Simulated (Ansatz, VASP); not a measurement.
One calculation of C4N, two programs

```
CELL_PARAMETERS angstrom
2.38045 -4.36842 0.00000
2.38045 4.36842 0.00000
0.00000 0.00000 2.55592
ATOMIC_POSITIONS crystal
C 0.58067 0.41933 0.50000
C 0.41933 0.58067 0.50000
C 0.26316 0.26316 0.00000
C 0.73684 0.73684 0.00000
N 0.00000 0.00000 0.00000
```

Change from the starting cell: species swapped into the OsCl4 type (Cmmm, No. 65).

Alike in both runs: functional PBE; k mesh 10 × 10 × 14; occupations gaussian, width 0.1 eV; no spin polarisation.

Ansatz relaxed the structure, and its values are those at the end. VASP's run is a single point on that final structure, the one shown.

```csv
,VASP,Ansatz
version,VASP 6.6.1,Ansatz 0.2.0
potentials or method,"VASP PAW PBE potentials, release 64 (C, N), cutoff 520 eV","scalar-relativistic, plane waves, PAW"
valence electrons in the cell,21,21
```

VASP gave:

```
gap on the k mesh at the Fermi level (eV) : none
pressure (GPa)                            : 0.2
rms of the force components (eV/Å)        : 0.037
```

**Question.** Which values does Ansatz return?

**Answer.** gap on the k mesh at the Fermi level (eV): none; pressure (GPa): 0.0; rms of the force components (eV/Å): 0.001.

A gap of «none» marks a metal or a gap that the smearing closes.

Noted on VASP's run: the standard files for N, O and F lose accuracy on very short bonds.
